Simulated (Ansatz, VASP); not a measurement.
# Two plane-wave programs on ZnS

The input POSCAR:

```
ZnS
1.0
    3.7878745304     -0.1228055473      0.0122827052
   -2.0002899889      3.6277917090      0.0533410063
    0.0402028073      0.2248122144     13.0107018198
Zn S
4 4
Direct
    0.0030869666     -0.0286512308     -0.0101227600
    0.0042892348      0.0150327629      0.5040227113
    0.3289044621      0.6531664553      0.2557905345
    0.6659965317      0.3456648919      0.7498323389
   -0.0120513127     -0.0052483856      0.1879700408
    0.0048835746      0.0089438149      0.6851043936
    0.3361247433      0.6772598185      0.4340185469
    0.6687657995      0.3338318729      0.9433841940
```

File INCAR.step1:

```
SYSTEM = ZnS
PREC = Accurate ; ENCUT = 520
ISMEAR = 0 ; SIGMA = 0.05
LREAL = .FALSE. ; LASPH = .TRUE.
NELM = 100 ; NBANDS = 46
GGA = PE ; ALGO = Normal
EDIFF = 1E-4 ; LWAVE = .TRUE.
LCHARG = .FALSE.
```

File INCAR.step2:

```
SYSTEM = ZnS
PREC = Accurate ; ENCUT = 520
EDIFF = 1E-6 ; ISMEAR = 0
SIGMA = 0.05 ; LREAL = .FALSE.
LASPH = .TRUE. ; NELM = 100
ALGO = Normal ; ISIF = 2
LWAVE = .FALSE. ; LCHARG = .FALSE.
METAGGA = R2SCAN ; LMIXTAU = .TRUE.
NBANDS = 46 ; ISTART = 1
```

KPOINTS

```
regular mesh
0
G
  6 6 2
  0 0 0
```

Input for Ansatz:

```yaml
crystal:
  lattice:
    - [3.7878745304, -0.1228055473, 0.0122827052]
    - [-2.0002899889, 3.627791709, 0.0533410063]
    - [0.0402028073, 0.2248122144, 13.0107018198]
  atoms:
    - { symbol: Zn, position: [0.0030869666, -0.0286512308, -0.01012276] }
    - { symbol: Zn, position: [0.0042892348, 0.0150327629, 0.5040227113] }
    - { symbol: Zn, position: [0.3289044621, 0.6531664553, 0.2557905345] }
    - { symbol: Zn, position: [0.6659965317, 0.3456648919, 0.7498323389] }
    - { symbol: S, position: [-0.0120513127, -0.0052483856, 0.1879700408] }
    - { symbol: S, position: [0.0048835746, 0.0089438149, 0.6851043936] }
    - { symbol: S, position: [0.3361247433, 0.6772598185, 0.4340185469] }
    - { symbol: S, position: [0.6687657995, 0.3338318729, 0.943384194] }
basis:
  ecutwfc: 500
kpoints:
  mp_grid: { grid: [6, 6, 2] }
hamiltonian:
  xc: r2scan
scf:
  occupations: { method: gaussian, width: 0.05 }
output:
  forces: true
  stress: true
  eigenvalues: true
  write_density: true
  write_potential: true
  elf: true
  volumetric_format: npy
```

Change from the starting cell: all atoms moved at random (sigma 0.06 Å a component), cell strained at random (sigma 0.03).

Alike in both runs: task single point; functional r2SCAN; k mesh 6 × 6 × 2; occupations gaussian, width 0.05 eV; no spin polarisation.

```csv
,VASP,Ansatz
version,VASP 6.6.1,Ansatz 0.2.0
potentials or method,"VASP PAW PBE potentials, release 64 (Zn, S), cutoff 520 eV","scalar-relativistic, plane waves, PAW"
valence electrons in the cell,72,72
```

|  | VASP | Ansatz | Ansatz less VASP |
| --- | --- | --- | --- |
| gap on the k mesh at the Fermi level (eV) | 1.53 | 1.53 | +0.005 |
| least direct gap on the mesh (eV) | 1.53 | 1.53 | +0.005 |
| pressure (GPa) | -6.3 | -6.3 | -0.03 |
| traceless stress, the component that is largest in VASP (GPa) | 3.62 | 3.62 | -0.001 |
| rms of the force components (eV/Å) | 0.490 | 0.489 | -0.0015 |

VASP's potentials were made for PBE, not for r2SCAN. Atom by atom the forces differ by 0.010 eV/Å (rms over components).
